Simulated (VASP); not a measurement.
Write the native input for VASP 6.6.1 that does the following.

| Item | Value |
| --- | --- |
| Task | single point |
| Functional | PBEsol |
| Potentials or basis | VASP PAW PBE potentials, release 64 (Cd) |
| Cutoff | 520 eV |
| k mesh | 10 × 10 × 10 |
| Occupations | tetrahedron |
| Spin | non-collinear spin, typed start |
| Starting moments | [[0.0, 0.0, 0.5]] μB |
| Dipole correction | no |
| Further INCAR settings | ALGO = Fast; EDIFF = 1e-06; NBANDS = 23 |

The structure of Cd lies in POSCAR:

```
Cd
1.0
   -1.7723463237      1.7723463237      1.7723463237
    1.7723463237     -1.7723463237      1.7723463237
    1.7723463237      1.7723463237     -1.7723463237
Cd
1
Direct
    0.0000000000      0.0000000000      0.0000000000
```

This isn't the form of Cd at room conditions, which is hcp.

These files were run (other wordings do the same):

INCAR

```
  PREC = Accurate
  ENCUT = 520
  EDIFF = 1E-6
  ISMEAR = -5
  SIGMA = 0.05
  LREAL = F
  LASPH = T
  NELM = 150
  ALGO = Fast
  ISIF = 2
  LWAVE = F
  LCHARG = F
  LNONCOLLINEAR = T
  MAGMOM = 0 0 0.5
  LORBIT = 11
  GGA = PS
  NBANDS = 23
```

KPOINTS

```
regular mesh
0
Gamma
  10 10 10
```

Potentials or basis: VASP PAW PBE potentials, release 64 (Cd).

The run is started by

```console
$ cat potpaw_PBE.64/Cd/POTCAR > POTCAR
$ mpirun -np 1 vasp_ncl > vasp.out
```

It gave:

The pressure is -2.4 GPa, the band gap on the k mesh is zero (bands 12 and 13 overlap by 4.35 eV) and the net moment is 0.00 μB per cell. The valence electrons inside the program's atomic spheres are Cd 10.29.

Caveat: the PAW data sets were made with another functional, which shifts forces and pressure a little; tetrahedron occupations give inexact forces and stress in metals.

Run time: 110 s on 1 thread of AMD EPYC 7R13 Processor (Zen 3) (shared host), peak memory 0.24 GiB.
